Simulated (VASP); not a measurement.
# W (I4/mmm) in VASP: notebook, part 2 of 2

VASP 6.6.1. Earlier steps stand in the parts before.

### Step 3. Single point, PBE

This run uses another cell than the first one, of 16.49 Å³/atom, 1.020 times its volume.

Input file INCAR:

```
SYSTEM = W
PREC = Accurate ; ENCUT = 520
EDIFF = 1E-6 ; ISMEAR = -1
SIGMA = 0.05 ; LREAL = .False.
LASPH = .True. ; NELM = 100
ALGO = Fast ; ISIF = 2
LWAVE = .False. ; LCHARG = .False.
GGA = PE ; NBANDS = 13
```

Input file KPOINTS:

```
regular mesh
0
Gamma
  10 10 10
  0 0 0
```

Input file POSCAR:

```
W
1.0
   -1.6139919000      1.6139919000      1.5823450000
    1.6139919000     -1.6139919000      1.5823450000
    1.6139919000      1.6139919000     -1.5823450000
W
1
Direct
    0.0000000000      0.0000000000      0.0000000000
```

Potentials or basis: VASP PAW PBE potentials, release 64 (W_sv).

On the command line:

```sh
cat potpaw_PBE.64/W_sv/POTCAR > POTCAR
mpirun -np 1 vasp_std > vasp.out
```

OUTCAR:

```text
SYSTEM = W
   PREC = Accurate
   ENCUT = 520
   EDIFF = 1E-6
   ISMEAR = -1
   LREAL = .False.
   LASPH = .True.
   NELM = 100
   ISIF = 2
   GGA = PE

 ion  position               nearest neighbor table
   1  0.000  0.000  0.000-

  LATTYP: Found a body centered tetragonal cell.
 ALAT       =     3.2279838000
 C/A-ratio  =     0.9803921569

  Lattice vectors:

 A1 = (  -1.6139919000,   1.6139919000,   1.5823450000)
 A2 = (   1.6139919000,  -1.6139919000,   1.5823450000)
 A3 = (   1.6139919000,   1.6139919000,  -1.5823450000)

Analysis of symmetry for initial positions (statically):
=====================================================================
 Subroutine PRICEL returns:
 Original cell was already a primitive cell.

 Routine SETGRP: Setting up the symmetry group for a
 body centered tetragonal supercell.

 Subroutine GETGRP returns: Found 16 space group operations
 (whereof 16 operations were pure point group operations)
 out of a pool of 16 trial point group operations.

The static configuration has the point symmetry D_4h.

Analysis of symmetry for dynamics (positions and initial velocities):
=====================================================================
 Subroutine PRICEL returns:
 Original cell was already a primitive cell.

 Routine SETGRP: Setting up the symmetry group for a
 body centered tetragonal supercell.

 Subroutine GETGRP returns: Found 16 space group operations
 (whereof 16 operations were pure point group operations)
 out of a pool of 16 trial point group operations.

The dynamic configuration has the point symmetry D_4h.

 Subroutine INISYM returns: Found 16 space group operations
 (whereof 16 operations are pure point group operations),
 and found     1 'primitive' translations

----------------------------------------------------------------------------------------

                                     Primitive cell

  volume of cell :      16.4878

  direct lattice vectors                    reciprocal lattice vectors
    -1.613991900  1.613991900  1.582345000     0.000000000  0.309790898  0.315986716
     1.613991900 -1.613991900  1.582345000     0.309790898  0.000000000  0.315986716
     1.613991900  1.613991900 -1.582345000     0.309790898  0.309790898  0.000000000

  length of vectors
     2.777364831  2.777364831  2.777364831     0.442513282  0.442513282  0.438110489

  position of ions in fractional coordinates (direct lattice)
     0.000000000  0.000000000  0.000000000

  ion indices of the primitive-cell ions
   primitive index   ion index
                 1           1

----------------------------------------------------------------------------------------

 KPOINTS: regular mesh

Automatic generation of k-mesh.
 Grid dimensions read from file:
 generate k-points for:   10   10   10

 Generating k-lattice:

  Cartesian coordinates                     Fractional coordinates (reciprocal lattice)
     0.000000000  0.030979090  0.031598672     0.100000000 -0.000000000  0.000000000
     0.030979090  0.000000000  0.031598672    -0.000000000  0.100000000  0.000000000
     0.030979090  0.030979090  0.000000000     0.000000000  0.000000000  0.100000000

  Length of vectors
     0.044251328  0.044251328  0.043811049

  Shift w.r.t. Gamma in fractional coordinates (k-lattice)
     0.000000000  0.000000000  0.000000000

 Subroutine IBZKPT returns following result:
 ===========================================

 Found    102 irreducible k-points:

 Following reciprocal coordinates:
            Coordinates               Weight
  0.000000  0.000000  0.000000      1.000000
  0.100000  0.000000  0.000000      8.000000
  0.200000  0.000000  0.000000      8.000000
  0.300000 -0.000000  0.000000      8.000000
  0.400000  0.000000  0.000000      8.000000
  0.500000 -0.000000  0.000000      4.000000
[... 16 lines left out ...]
  0.300000  0.300000  0.000000      8.000000
  0.400000  0.300000  0.000000     16.000000
 [... further k-points ...]
   k-points           NKPTS =    102   k-points in BZ     NKDIM =    102   number of bands    NBANDS=     13
   number of dos      NEDOS =    301   number of ions     NIONS =      1
   total plane-waves  NPLWV =  13824
   dimension x,y,z NGX =    24 NGY =   24 NGZ =   24
   dimension x,y,z NGXF=    48 NGYF=   48 NGZF=   48
   ions per type =               1
   NGX,Y,Z   is equivalent  to a cutoff of  14.37, 14.37, 14.37 a.u.
   NGXF,Y,Z  is equivalent  to a cutoff of  28.73, 28.73, 28.73 a.u.
 SYSTEM =  W
   PREC   = accura    normal or accurate (medium, high low for compatibility)
   ISTART =      0    job   : 0-new  1-cont  2-samecut
   ICHARG =      2    charge: 1-file 2-atom 10-const
   ISPIN  =      1    spin polarized calculation?
   LNONCOLLINEAR =      F non collinear calculations
   LSORBIT =      F    spin-orbit coupling
   LASPH  =      T    aspherical Exc in radial PAW
   ENCUT  =  520.0 eV  38.22 Ry    6.18 a.u.   5.16  5.16  5.16*2*pi/ulx,y,z
   NELM   =    100;   NELMIN=  2; NELMDL= -5     # of ELM steps
   EDIFF  = 0.1E-05   stopping-criterion for ELM
   LREAL  =      F    real-space projection
   EDIFFG = 0.1E-04   stopping-criterion for IOM
   NSW    =      0    number of steps for IOM
   IBRION =     -1    ionic relax: 0-MD 1-quasi-New 2-CG
   NFREE  =      0    steps in history (QN), initial steepest desc. (CG)
   ISIF   =      2    stress and relaxation
   ISYM   =      2    0-nonsym 1-usesym 2-fastsym
   POTIM  = 0.5000    time-step for ionic-motion
   TEBEG  =    0.0;   TEEND  =   0.0 temperature during run
   PSTRESS=    0.0 pullay stress
   NELECT =      14.0000    total number of electrons
   NUPDOWN=      -1.0000    fix difference up-down
   EMIN   =  10.00;   EMAX   =-10.00  energy-range for DOS
   EFERMI =   0.00;   METHOD = LEGACY
   ISMEAR =    -1;   SIGMA  =   0.05  broadening in eV -4-tet -1-fermi 0-gaus
   EFERMI_NEDOS =   21; number of points for ismear=-14 and -15
   IALGO  =     68    algorithm
   IMIX   =      4    mixing-type and parameters
     AMIX     =   0.40;   BMIX     =  1.00
     AMIX_MAG =   1.60;   BMIX_MAG =  1.00
  volume/ion in A,a.u.               =      16.49       111.27
  Fermi-wavevector in a.u.,A,eV,Ry     =   1.550230  2.929510 32.697711  2.403214
  Thomas-Fermi vector in A             =   2.654923
   LORBIT       =      0    0 simple, 1 ext, 2 COOP (PROOUT), +10 PAW based schemes
   GGA     = PE    functional components
   LHFCALC =     F    Hartree Fock is set to
   AEXX    =    0.0000 exact exchange contribution
   IVDW    =     0    specifies the selected vdW correction
   LEPSILON=     F    determine dielectric tensor
   LRPA    =     F    only Hartree local field effects (RPA)
 non-spin polarized calculation
 RMM-DIIS sequential band-by-band and
  energy-cutoff  :      520.00
  volume of cell :       16.49
 maximum number of plane-waves:       466
 NGX is ok and might be reduce to    24
   NGX = 11   NGY = 11   NGZ = 11

 number of electron      14.0000001 magnetization

 Free energy of the ion-electron system (eV)
  ---------------------------------------------------
  ext. energy  EPLUGINS =         0.00000000
  ---------------------------------------------------
  free energy    TOTEN  =       -12.94069325 eV

  energy without entropy =      -12.93568916  energy(sigma->0) =      -12.93819121

 E-fermi :  11.0135     XC(G=0): -13.4210

 val. band max:       10.9765364597   @ k =  -0.2000   0.5000   0.2000
 cond. band min:      11.0446823862   @ k =   0.1000   0.1000   0.0000
 fundamental gap:      0.0681459265
 Fermi energy:        11.0135403777

 k-point     1 :       0.0000    0.0000    0.0000
  band No.  band energies     occupation
      1     -63.3669      2.00000
      2     -26.9862      2.00000
      3     -26.9862      2.00000
      4     -26.9742      2.00000
      5       1.4648      2.00000
      6       9.5444      2.00000
      7       9.7987      2.00000
      8       9.7987      2.00000
      9      12.8728      0.00000
     10      13.2087      0.00000
     11      25.1887      0.00000
     12      25.1887      0.00000
     13      25.5656      0.00000
[... 353 lines left out ...]
 k-point    24 :       0.4000    0.3000    0.0000
  band No.  band energies     occupation
      1     -63.2425      2.00000
      2     -27.8666      2.00000
      3     -27.6449      2.00000
      4     -27.1211      2.00000
      5       6.6183      2.00000
      6       7.9509      2.00000
      7       8.6378      2.00000
      8      13.2025      0.00000
      9      13.6860      0.00000
     10      19.0180      0.00000
     11      20.1749      0.00000
     12      23.1290      0.00000
     13      27.4289      0.00000

 [... further k-points ...]
[... 5 lines left out ...]
  --------------------------------------------------------------------------------------
  -------------------------------------------------------------------------------------
  Total       -0.7956299     -0.7956299     -0.1616155      0.0000000     -0.0000000      0.0000000
  in kB      -77.3139360    -77.3139360    -15.7047055      0.0000000     -0.0000000      0.0000000
  external PRESSURE =     -56.7775259 kB  Pullay stress =       0.0000000 kB

 VOLUME and BASIS-vectors are now :
 -----------------------------------------------------------------------------
  energy-cutoff  :      520.00
  volume of cell :       16.49
      direct lattice vectors                 reciprocal lattice vectors
    -1.613991900  1.613991900  1.582345000     0.000000000  0.309790898  0.315986716
     1.613991900 -1.613991900  1.582345000     0.309790898  0.000000000  0.315986716
     1.613991900  1.613991900 -1.582345000     0.309790898  0.309790898  0.000000000

 POSITION                                       TOTAL-FORCE (eV/Angst)
 -----------------------------------------------------------------------------------
      0.00000      0.00000      0.00000        -0.000000     -0.000000      0.000000
 -----------------------------------------------------------------------------------
    total drift:                               -0.000000      0.000000      0.000000

  FREE ENERGIE OF THE ION-ELECTRON SYSTEM (eV)
  ---------------------------------------------------
  free  energy   TOTEN  =       -12.9406932524 eV

  energy  without entropy=      -12.9356891616  energy(sigma->0) =      -12.93819121
```

It took 13 s on 1 thread of Intel Xeon Platinum 8488C (Sapphire Rapids), shared host; peak memory 0.15 GiB.

What came out:

```
Free energy            : -12.9407 eV
Pressure               : -5.7 GPa
Band gap on the k mesh : zero (band 7 reaches 15.73 eV, above the bottom of band 8 at 9.80 eV)
```

Stress tensor (GPa, compression positive):
```
-7.73  0.00  0.00
 0.00 -7.73  0.00
 0.00  0.00 -1.57
```

Caveat: spin-orbit coupling is left out, which moves the levels of the heavy elements.

### Step 4. Single point, PBE

This run uses another cell than the first one, of 17.14 Å³/atom, 1.060 times its volume.

Input file INCAR:

```
PREC = Accurate
ENCUT = 520
EDIFF = 1E-7
ISMEAR = -1
SIGMA = 0.05
LREAL = F
LASPH = T
NELM = 100
ALGO = Normal
ISIF = 2
LWAVE = F
LCHARG = F
GGA = PE
NBANDS = 13
```

Input file KPOINTS:

```
regular mesh
0
Gamma
  10 10 10
```

Input file POSCAR:

```
W
1.0
   -1.6456388000      1.6456388000      1.5823450000
    1.6456388000     -1.6456388000      1.5823450000
    1.6456388000      1.6456388000     -1.5823450000
W
1
Direct
    0.0000000000      0.0000000000      0.0000000000
```

Potentials or basis: VASP PAW PBE potentials, release 64 (W_sv).

On the command line:

```sh
cat potpaw_PBE.64/W_sv/POTCAR > POTCAR
mpirun -np 1 vasp_std > vasp.out
```

OUTCAR:

```text
PREC = Accurate
   ENCUT = 520
   EDIFF = 1E-7
   ISMEAR = -1
   LREAL = F
   LASPH = T
   NELM = 100
   ISIF = 2
   GGA = PE

 ion  position               nearest neighbor table
   1  0.000  0.000  0.000-

  LATTYP: Found a body centered tetragonal cell.
 ALAT       =     3.2912776000
 C/A-ratio  =     0.9615384615

  Lattice vectors:

 A1 = (  -1.6456388000,   1.6456388000,   1.5823450000)
 A2 = (   1.6456388000,  -1.6456388000,   1.5823450000)
 A3 = (   1.6456388000,   1.6456388000,  -1.5823450000)
[... 553 lines left out ...]
      4     -27.7402      2.00000
      5       6.2734      2.00000
      6       7.5419      2.00000
      7       8.1445      2.00000
      8      12.5644      0.00000
      9      12.9287      0.00000
     10      18.0170      0.00000
     11      19.2489      0.00000
     12      22.1416      0.00000
     13      26.5030      0.00000

 [... further k-points ...]
[... 5 lines left out ...]
  --------------------------------------------------------------------------------------
  -------------------------------------------------------------------------------------
  Total       -2.0448311     -2.0448311     -0.9101007      0.0000000      0.0000000      0.0000000
  in kB     -191.1339387   -191.1339387    -85.0687086      0.0000000      0.0000000      0.0000000
  external PRESSURE =    -155.7788620 kB  Pullay stress =       0.0000000 kB

 VOLUME and BASIS-vectors are now :
 -----------------------------------------------------------------------------
  energy-cutoff  :      520.00
  volume of cell :       17.14
      direct lattice vectors                 reciprocal lattice vectors
    -1.645638800  1.645638800  1.582345000     0.000000000  0.303833381  0.315986716
     1.645638800 -1.645638800  1.582345000     0.303833381  0.000000000  0.315986716
     1.645638800  1.645638800 -1.582345000     0.303833381  0.303833381  0.000000000

 POSITION                                       TOTAL-FORCE (eV/Angst)
 -----------------------------------------------------------------------------------
      0.00000      0.00000      0.00000        -0.000000     -0.000000      0.000000
 -----------------------------------------------------------------------------------
    total drift:                                0.000000      0.000000      0.000000

  FREE ENERGIE OF THE ION-ELECTRON SYSTEM (eV)
  ---------------------------------------------------
  free  energy   TOTEN  =       -12.8853264312 eV

  energy  without entropy=      -12.8792002042  energy(sigma->0) =      -12.88226332
```

OSZICAR:

```text
N       E                     dE             d eps       ncg     rms          rms(c)
DAV:   1     0.868472460466E+02    0.86847E+02   -0.75331E+03  2652   0.122E+03
DAV:   2    -0.118246503364E+02   -0.98672E+02   -0.94860E+02  2947   0.319E+02
DAV:   3    -0.135645818903E+02   -0.17399E+01   -0.17299E+01  2937   0.408E+01
DAV:   4    -0.135723513640E+02   -0.77695E-02   -0.77689E-02  2892   0.304E+00
DAV:   5    -0.135724229919E+02   -0.71628E-04   -0.71628E-04  2932   0.275E-01    0.181E+01
DAV:   6    -0.130223063843E+02    0.55012E+00   -0.49341E-01  2752   0.915E+00    0.667E+00
DAV:   7    -0.128896272779E+02    0.13268E+00   -0.23188E-01  2947   0.593E+00    0.807E-01
DAV:   8    -0.128853389982E+02    0.42883E-02   -0.41478E-03  2692   0.811E-01    0.909E-02
DAV:   9    -0.128853317435E+02    0.72547E-05   -0.10885E-04  3082   0.124E-01    0.493E-02
DAV:  10    -0.128853259292E+02    0.58143E-05   -0.12737E-05  2742   0.479E-02    0.102E-02
DAV:  11    -0.128853266688E+02   -0.73960E-06   -0.29952E-07  2784   0.600E-03    0.925E-04
DAV:  12    -0.128853264439E+02    0.22492E-06   -0.77045E-09  1516   0.107E-03    0.160E-04
DAV:  13    -0.128853264312E+02    0.12733E-07   -0.94609E-10  1336   0.406E-04
   1 F= -.12885326E+02 E0= -.12882263E+02  d E =-.612623E-02
```

It took 13 s on 1 thread of Intel Xeon Platinum 8488C (Sapphire Rapids), shared host; peak memory 0.15 GiB.

What came out:

```yaml
Free_energy: -12.8853 eV
Pressure: -15.6 GPa
Band_gap_on_the_k_mesh: zero (band 7 reaches 14.91 eV, above the bottom of band 8 at 9.31 eV)
```

Caveat: spin-orbit coupling is left out, which moves the levels of the heavy elements.

### Step 5. Overview

| cell | gap on the mesh (eV) | pressure (GPa) |
| --- | --- | --- |
| a = 2.759 Å, angles 109.2, 109.2, 110.0°, 1 atom | none | 0.1 |
| a = 2.777 Å, angles 108.9, 108.9, 110.5°, 1 atom | none | -5.7 |
| a = 2.814 Å, angles 108.4, 108.4, 111.6°, 1 atom | none | -15.6 |

Alike in all rows: task single point; level PBE; potentials or basis VASP PAW PBE potentials, release 64 (W_sv); no spin polarisation; k mesh 10 × 10 × 10; cutoff (eV) 520; smearing fermi-dirac 0.05 eV.

Caveats: spin-orbit coupling is left out, which moves the levels of the heavy elements.

Absolute energies hang on the potentials; compare differences alone.
